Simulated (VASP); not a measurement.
Here is a VASP 6.6.1 calculation.

File INCAR:

```
SYSTEM = AlRu
ALGO = Fast
EDIFF = 1E-6
ENCUT = 520
GGA = PE
ISIF = 2
ISMEAR = 0
LASPH = .TRUE.
LCHARG = .FALSE.
LREAL = .FALSE.
LWAVE = .FALSE.
NBANDS = 16
NELM = 80
PREC = Accurate
SIGMA = 0.1
```

KPOINTS

```
k-points
0
G
  18 18 18
  0 0 0
```

File POSCAR:

```
AlRu
1.0
    3.0034422998      0.0000000000      0.0000000000
    0.0000000000      3.0034422998      0.0000000000
    0.0000000000      0.0000000000      3.0034422998
Al Ru
1 1
Direct
    0.0000000000      0.0000000000      0.0000000000
    0.5000000000      0.5000000000      0.5000000000
```

Potentials or basis: VASP PAW PBE potentials, release 64 (Al, Ru_pv).

Command:

```sh
$ cat potpaw_PBE.64/Al/POTCAR potpaw_PBE.64/Ru_pv/POTCAR > POTCAR
$ mpirun -np 1 vasp_std > vasp.out
```

Predict the pressure.

0.0 GPa.
